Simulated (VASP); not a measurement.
Wanted: the native input for a VASP 6.6.1 run.

```yaml
Task: single point
Functional: PBE
Dispersion: D3(BJ)
Potentials_or_basis: VASP PAW PBE potentials, release 64 (B, N)
Cutoff: 520 eV
k_mesh: 12 × 12 × 4
Occupations: methfessel-paxton, width 0.05 eV
Spin: no spin polarisation
Dipole_correction: no
Further_INCAR_settings: ALGO = Normal; EDIFF = 1e-06; NBANDS = 16
```

The structure of BN lies in POSCAR:

```
BN
1.0
    2.5061127838      0.0000000000      0.0000000000
   -1.2530563919      2.1703573356      0.0000000000
    0.0000000000      0.0000000000      6.5923998870
B N
2 2
Direct
    0.0000000000      0.0000000000      0.5000000000
    0.3333333333      0.6666666667      0.0000000000
    0.0000000000      0.0000000000      0.0000000000
    0.6666666667      0.3333333333      0.5000000000
```

The input as run:

INCAR

```
ALGO     = Normal         # electronic algorithm
EDIFF    = 1E-6           # SCF threshold, eV
ENCUT    = 520            # plane-wave cutoff, eV
GGA      = PE             # functional
ISIF     = 2              # what is computed and relaxed
ISMEAR   = 1              # smearing method
IVDW     = 12             # dispersion correction
LASPH    = T              # aspherical terms in the spheres
LCHARG   = T              # write CHGCAR
LELF     = T              # ELF
LREAL    = F              # projectors in reciprocal space
LVHAR    = T            
LWAVE    = F              # write WAVECAR
NBANDS   = 16             # bands
NELM     = 100            # most SCF steps
PREC     = Accurate       # precision mode
SIGMA    = 0.05           # smearing width, eV
```

KPOINTS

```
k-points
0
Gamma
  12 12 4
```

Potentials or basis: VASP PAW PBE potentials, release 64 (B, N).

Run with:

```bash
$ cat potpaw_PBE.64/B/POTCAR potpaw_PBE.64/N/POTCAR > POTCAR
$ mpirun -np 1 vasp_std > vasp.out
```

Results of the run:

```yaml
Pressure: 0.1 GPa
Band_gap_on_the_k_mesh: 4.35 eV (least direct gap 4.46 eV)
Dispersion_energy_per_atom: -0.142 eV
```

It took 36 s on 1 thread of Intel Xeon 8259CL, on a shared host, peak memory 0.18 GiB.
